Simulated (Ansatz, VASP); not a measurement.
# Two plane-wave programs on NaI

```xyz
2
Lattice="0.0000 3.5265 3.5747 3.5265 0.0000 3.5747 3.5265 3.5265 0.0000" Properties=species:S:1:pos:R:3 pbc="T T T"
Na    0.0000    0.0000    0.0000
I     1.7633    1.7633    1.7874
```

Change from the starting cell: epitaxial_xy strain -0.5%.

Alike in both runs: task single point; functional HSE06; k mesh 4 × 4 × 4; no spin polarisation.

|  | VASP | Ansatz |
| --- | --- | --- |
| version | VASP 6.6.1 | Ansatz 0.2.0 |
| potentials or method | VASP PAW PBE potentials, release 64 (Na_pv, I) | plane waves, PAW |
| plane-wave cutoff (eV) | 520 | 420 |
| occupations | gaussian, width 0.01 eV | fixed |
| valence electrons in the cell | 14 | 26 |

VASP gave:

| Property | Result |
| --- | --- |
| gap on the k mesh at the Fermi level (eV) | 4.79 |
| pressure (GPa) | 0.2 |

**Question.** Estimate Ansatz's values.

**Answer.** gap on the k mesh at the Fermi level (eV): 4.81; pressure (GPa): 0.2.

VASP's potentials hold 14 valence electrons a cell and Ansatz's 26, so a difference there can come from the potentials and not from the codes. Ansatz's warnings: stress exchange threshold loose, stress scf threshold loose.

Neither program's run includes spin-orbit coupling.
